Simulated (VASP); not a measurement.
Write the native input for VASP 6.6.1 that does the following.

| Quantity | Value |
| --- | --- |
| Task | single point |
| Functional | HSE06 |
| Potentials or basis | VASP PAW PBE potentials, release 64 (Zn, O) |
| Cutoff | 520 eV |
| k mesh | 1 × 1 × 1 |
| Occupations | fermi-dirac, width 0.01 eV |
| Spin | no spin polarisation |
| Dipole correction | no |
| Grid for exact exchange (PRECFOCK) | Fast |
| Further INCAR settings | LREAL = Auto; ALGO = Normal; EDIFF = 1e-06; NBANDS = 82 |
| Screening parameter | 0.2079 1/Å |

The system is Zn8O7.

```xyz
15
Lattice="6.5000 0.0000 0.0000 -3.2500 5.6292 0.0000 0.0000 0.0000 5.2100" Properties=species:S:1:pos:R:3 pbc="T T T"
Zn    0.0308    1.8473    5.1474
Zn    1.6322    0.9379    2.6436
Zn   -1.6493    4.6733    5.2080
Zn    0.0361    3.7825    2.5843
Zn    3.2442    1.8783    5.1984
Zn    4.8557    0.9212    2.6488
Zn    1.5322    4.6882    5.1868
Zn    3.2399    3.7869    2.5587
O    -0.0076    1.8880    1.9881
O     1.5962    0.9382    4.5717
O    -0.0575    3.7400    4.5673
O     3.2571    1.9023    2.0191
O     4.8781    0.9745    4.6274
O     1.6188    4.6710    2.0208
O     3.2019    3.7678    4.5971
```

One way to write it, as run:

POSCAR

```
Zn8O7
1.0
    6.5000000000      0.0000000000      0.0000000000
   -3.2500000000      5.6291650000      0.0000000000
    0.0000000000      0.0000000000      5.2100000000
Zn O
8 7
Direct
    0.1688170000      0.3281690000      0.9879840000
    0.3344130000      0.1666180000      0.5074110000
    0.1613600000      0.8301880000      0.9996130000
    0.3415310000      0.6719490000      0.4960330000
    0.6659360000      0.3336650000      0.9977830000
    0.8288470000      0.1636400000      0.5084010000
    0.6521440000      0.8328440000      0.9955400000
    0.8348080000      0.6727360000      0.4911140000
    0.1665360000      0.3354020000      0.3816010000
    0.3288960000      0.1666630000      0.8774930000
    0.3233540000      0.6643940000      0.8766400000
    0.6700560000      0.3379320000      0.3875520000
    0.8370460000      0.1731250000      0.8881830000
    0.6639420000      0.8297880000      0.3878660000
    0.8272680000      0.6693350000      0.8823540000
```

INCAR.step1

```
SYSTEM = Zn8O7
PREC = Accurate
ENCUT = 520
EDIFF = 1E-5
ISMEAR = -1
SIGMA = 0.01
LREAL = Auto
LASPH = .TRUE.
NELM = 60
ALGO = Normal
ISIF = 2
LWAVE = .TRUE.
NBANDS = 82
GGA = PE
```

INCAR.step2

```
SYSTEM = Zn8O7
PREC = Accurate
ENCUT = 520
EDIFF = 1E-6
ISMEAR = -1
SIGMA = 0.01
LREAL = Auto
LASPH = .TRUE.
NELM = 60
ALGO = Normal
ISIF = 2
LWAVE = .FALSE.
LCHARG = .TRUE.
GGA = PE
LHFCALC = .TRUE.
HFSCREEN = 0.2079
PRECFOCK = Fast
LELF = .TRUE.
LVHAR = .TRUE.
NBANDS = 82
ISTART = 1
```

KPOINTS

```
Automatic mesh
0
G
  1 1 1
  0 0 0
```

Potentials or basis: VASP PAW PBE potentials, release 64 (Zn, O).

Run with:

```sh
$ cat potpaw_PBE.64/Zn/POTCAR potpaw_PBE.64/O/POTCAR > POTCAR
$ cp INCAR.step1 INCAR
$ mpirun -np 1 vasp_gam > vasp.out
$ cp INCAR.step2 INCAR
$ mpirun -np 1 vasp_gam > vasp.out
```

It gave:

```
Pressure               : -1.8 GPa
Largest force          : 1.242 eV/Å
Band gap on the k mesh : 5.00 eV
```

Caveat: the k points lie up to 1.21 Å⁻¹ apart; the PAW data sets were made with another functional, which shifts forces and pressure a little.

Run time: 4.9 min on 1 thread of AMD EPYC 7R13 (shared host), peak memory 0.37 GiB.
